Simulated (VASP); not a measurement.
Runs of VASP 6.6.1 on Cu. The structure is that of space group I4/mmm (No. 139), or close to it. The cells are those of the table. 

```tsv
cell	gap on the mesh (eV)	pressure (GPa)
a = 3.010, b = 3.010, c = 2.670 Å, 2 atoms	none	-2.4
a = 3.010, b = 3.010, c = 2.726 Å, 2 atoms	none	-5.2
a = 3.040, b = 3.040, c = 2.709 Å, 2 atoms	none	-6.6
a = 3.040, b = 3.040, c = 2.640 Å, 2 atoms	none	(a)
```

Alike in all rows: task single point; level PBE; potentials or basis VASP PAW PBE potentials, release 64 (Cu_sv_GW); no spin polarisation; k mesh 14 × 14 × 16; cutoff (eV) 820; smearing gaussian 0.1 eV.

Question: Fill in the values left out.

Answer: (a) -3.3.

Caveats: the cell stands under tension (at least some runs).

A gap of «none» marks levels without a gap at the run's occupations.
